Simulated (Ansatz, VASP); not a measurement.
**One calculation of InP, two programs**

```xyz
2
Lattice="0.0000 2.8533 2.8117 2.8533 0.0000 2.8117 2.8533 2.8533 0.0000" Properties=species:S:1:pos:R:3 pbc="T T T"
In    0.0000    0.0000    0.0000
P     2.8533    2.8533    2.8117
```

Change from the starting cell: strain +0.030 along x and y, +0.015 along z, atoms carried along.

Alike in both runs: task single point; functional PBE; k mesh 18 × 18 × 18; occupations gaussian, width 0.15 eV; no spin polarisation.

|  | VASP | Ansatz |
| --- | --- | --- |
| version | VASP 6.6.1 | Ansatz 0.2.0 |
| potentials or method | VASP PAW PBE potentials, release 64 (In_d, P), cutoff 520 eV | scalar-relativistic, plane waves, PAW |
| valence electrons in the cell | 18 | 18 |

```csv
,VASP,Ansatz,Ansatz less VASP
gap on the k mesh at the Fermi level (eV),none,none,-
pressure (GPa),-4.5,-4.5,+0.04
"traceless stress, the component that is largest in VASP (GPa)",0.76,0.76,+0.004
```

A gap of «none» marks a metal or a gap that the smearing closes.
